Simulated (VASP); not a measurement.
# Au in VASP: further runs, part 2 of 2

VASP 6.6.1. Earlier steps stand in the parts before.

## Step 3: Vibrations by perturbation theory, PBE

This run uses another cell than the first one, of 18.01 Å³/atom.

INCAR

```
SYSTEM = Au
PREC = Accurate ; ENCUT = 520
EDIFF = 1E-8 ; ISMEAR = -1
SIGMA = 0.15 ; LREAL = .FALSE.
LASPH = .TRUE. ; NELM = 80
ALGO = Normal ; ISIF = 2
LWAVE = .FALSE. ; LCHARG = .FALSE.
GGA = PE ; IBRION = 8
NSW = 1
```

KPOINTS

```
Automatic mesh
0
G
  16 16 10
  0 0 0
```

POSCAR

```
Au
1.0
    1.4582280121     -2.5259136460      0.0000000000
    1.4582280121      2.5259136460      0.0000000000
    0.0000000000      0.0000000000      4.8893443227
Au
2
Direct
    0.6666363790      0.3333636210      0.2500000000
    0.3333636210      0.6666363790      0.7500000000
```

Potentials or basis: VASP PAW PBE potentials, release 64 (Au).

On the command line:

```bash
> cat potpaw_PBE.64/Au/POTCAR > POTCAR
> mpirun -np 1 vasp_std > vasp.out
```

OUTCAR:

```text
SYSTEM = Au
   PREC = Accurate
   ENCUT = 520
   EDIFF = 1E-8
   ISMEAR = -1
   LREAL = .FALSE.
   LASPH = .TRUE.
   NELM = 80
   ISIF = 2
   GGA = PE
   IBRION = 8
   NSW = 1

 ion  position               nearest neighbor table
   1  0.667  0.333  0.250-   2 2.97   2 2.97   2 2.97   2 2.97   2 2.97   2 2.97
   2  0.333  0.667  0.750-   1 2.97   1 2.97   1 2.97   1 2.97   1 2.97   1 2.97

  LATTYP: Found a base centered orthorhombic cell.
 ALAT       =     2.9164560242
 B/A-ratio  =     1.7321801701
 C/A-ratio  =     1.6764676999

  Lattice vectors:

 A1 = (   1.4582280121,  -2.5259136460,   0.0000000000)
 A2 = (   1.4582280121,   2.5259136460,   0.0000000000)
 A3 = (   0.0000000000,   0.0000000000,   4.8893443227)

Analysis of symmetry for initial positions (statically):
=====================================================================
 Subroutine PRICEL returns:
 Original cell was already a primitive cell.

 Routine SETGRP: Setting up the symmetry group for a
 base centered orthorhombic supercell.

 Subroutine GETGRP returns: Found  8 space group operations
 (whereof  4 operations were pure point group operations)
 out of a pool of  8 trial point group operations.

The static configuration has the point symmetry C_2h.
 The point group associated with its full space group is D_2h.

Analysis of symmetry for dynamics (positions and initial velocities):
=====================================================================
 Subroutine PRICEL returns:
 Original cell was already a primitive cell.

 Routine SETGRP: Setting up the symmetry group for a
 base centered orthorhombic supercell.

 Subroutine GETGRP returns: Found  8 space group operations
 (whereof  4 operations were pure point group operations)
 out of a pool of  8 trial point group operations.

The dynamic configuration has the point symmetry C_2h.
 The point group associated with its full space group is D_2h.

 Subroutine INISYM returns: Found  8 space group operations
 (whereof  4 operations are pure point group operations),
 and found     1 'primitive' translations

----------------------------------------------------------------------------------------

                                     Primitive cell

  volume of cell :      36.0184

  direct lattice vectors                    reciprocal lattice vectors
     1.458228012 -2.525913646  0.000000000     0.342881906 -0.197948176  0.000000000
     1.458228012  2.525913646  0.000000000     0.342881906  0.197948176  0.000000000
     0.000000000  0.000000000  4.889344323     0.000000000  0.000000000  0.204526401

  length of vectors
[... 557 lines left out ...]
      3       3.9770      2.00000
      4       4.3027      2.00000
      5       4.3453      2.00000
      6       4.5118      2.00000
      7       4.6234      2.00000
      8       5.0970      2.00000
      9       5.1326      2.00000
     10       5.9898      2.00000
     11       6.4468      2.00000
     12       8.2853      1.72832
     13      11.0132      0.00000
     14      23.2094      0.00000
     15      24.4317      0.00000

 [... further k-points ...]
[... 5 lines left out ...]
  --------------------------------------------------------------------------------------
  -------------------------------------------------------------------------------------
  Total       -0.0499638     -0.0501799     -0.0544396      0.0000000      0.0000000      0.0000000
  in kB       -2.2225000     -2.2321134     -2.4215911      0.0000000      0.0000000      0.0000000
  external PRESSURE =      -2.2920682 kB  Pullay stress =       0.0000000 kB

 VOLUME and BASIS-vectors are now :
 -----------------------------------------------------------------------------
  energy-cutoff  :      520.00
  volume of cell :       36.02
      direct lattice vectors                 reciprocal lattice vectors
     1.458228012 -2.525913646  0.000000000     0.342881906 -0.197948176  0.000000000
     1.458228012  2.525913646  0.000000000     0.342881906  0.197948176  0.000000000
     0.000000000  0.000000000  4.889344323     0.000000000  0.000000000  0.204526401

 POSITION                                       TOTAL-FORCE (eV/Angst)
 -----------------------------------------------------------------------------------
      1.45823     -0.84182      1.22234         0.000000     -0.000097     -0.000000
      1.45823      0.84182      3.66701         0.000000      0.000097      0.000000
 -----------------------------------------------------------------------------------
    total drift:                                0.000000      0.000000     -0.000000

  FREE ENERGIE OF THE ION-ELECTRON SYSTEM (eV)
  ---------------------------------------------------
  free  energy   TOTEN  =        -6.4498852861 eV

  energy  without entropy=       -6.4021016042  energy(sigma->0) =       -6.42599345

[... ionic steps 2 to 3 ...]

--------------------------------------- Ionic step        4  -------------------------------------------

------------------------ aborting loop because EDIFF is reached ----------------------------------------

--------------------------------------- Ionic step        5  -------------------------------------------

------------------------ aborting loop because EDIFF is reached ----------------------------------------

--------------------------------------- Ionic step        6  -------------------------------------------

 Free energy of the ion-electron system (eV)
  ---------------------------------------------------
  ---------------------------------------------------
  free energy    TOTEN  =        -0.31374686 eV

  energy without entropy =       -0.31374686

------------------------ aborting loop because EDIFF is reached ----------------------------------------

 INTERNAL STRAIN TENSOR  FOR ION    1  DIRECTION 3   (eV/Angst):
 -----------------------------------------------------------------------------
    -0.00687  0.00000  0.00000
     0.00000 -0.00606  0.00526
     0.00000  0.00530  0.02150

 INTERNAL STRAIN TENSOR FOR ION    2 for displacements in x,y,z  (eV/Angst):
          X           Y           Z          XY          YZ          ZX
  --------------------------------------------------------------------------------
  x     0.00000     0.00000     0.00000     0.37884     0.00000     0.00000
  y     0.36733    -0.37071    -0.00097     0.00000     0.00000     0.00000
  z     0.00000     0.00000     0.00000     0.00000    -0.00530     0.00000

 SECOND DERIVATIVES (NOT SYMMETRIZED)
 ------------------------------------
               1X          1Y          1Z          2X          2Y          2Z
  1X    -0.456096    0.000000    0.000000    0.456096    0.000000    0.000000
  1Y     0.000000   -0.457655    0.000000    0.000000    0.457655    0.000000
  1Z     0.000000    0.000000   -6.167057    0.000000    0.000000    6.167057
  2X     0.456096    0.000000    0.000000   -0.456096    0.000000    0.000000
  2Y     0.000000    0.457655    0.000000    0.000000   -0.457655    0.000000
  2Z     0.000000    0.000000    6.167057    0.000000    0.000000   -6.167057

 Eigenvectors and eigenvalues of the dynamical matrix
 ----------------------------------------------------

   1 f  =    3.912092 THz    24.580401 2PiTHz  130.493352 cm-1    16.179106 meV
             X         Y         Z           dx          dy          dz
      1.458228 -0.841818  1.222336     0.000000    0.000000    0.707107
      1.458228  0.841818  3.667008     0.000000   -0.000000   -0.707107
[... 16 lines left out ...]
   5 f  =    0.000000 THz     0.000000 2PiTHz    0.000000 cm-1     0.000000 meV
             X         Y         Z           dx          dy          dz
      1.458228 -0.841818  1.222336     0.707107    0.000000    0.000000
      1.458228  0.841818  3.667008     0.707107    0.000000    0.000000

   6 f/i=    0.000000 THz     0.000000 2PiTHz    0.000000 cm-1     0.000000 meV
             X         Y         Z           dx          dy          dz
      1.458228 -0.841818  1.222336     0.000000   -0.662729   -0.246556
      1.458228  0.841818  3.667008     0.000000   -0.662729   -0.246556

--------------------------------------------------------------------------------------------------------

 ELASTIC MODULI CONTR FROM IONIC RELAXATION (kBar)
 Direction    XX          YY          ZZ          XY          YZ          ZX
 --------------------------------------------------------------------------------
 XX         -13.1150     13.2357      0.0346      0.0000      0.0000      0.0000
 YY          13.2357    -13.3575     -0.0350     -0.0000      0.0000      0.0000
 ZZ           0.0346     -0.0350     -0.0001     -0.0000      0.0000      0.0000
 XY           0.0000     -0.0000     -0.0000    -13.9969      0.0000      0.0000
 YZ           0.0000      0.0000      0.0000      0.0000     -0.0002      0.0000
 ZX           0.0000      0.0000      0.0000      0.0000      0.0000      0.0000
 --------------------------------------------------------------------------------
```

Run time: 30 min. Hardware: 1 thread of Oxide Virtual Turin-like, shared host; peak memory 0.82 GiB.

What came out:

```
Highest phonon frequency at Γ : 130 cm⁻¹
```

Phonon frequencies in cm⁻¹ (negative: imaginary):
| q point | frequencies |
| --- | --- |
| (0.000, 0.000, 0.000) | 0 0 0 35 36 130 |

Caveat: spin-orbit coupling is left out, which moves the levels of the heavy elements.
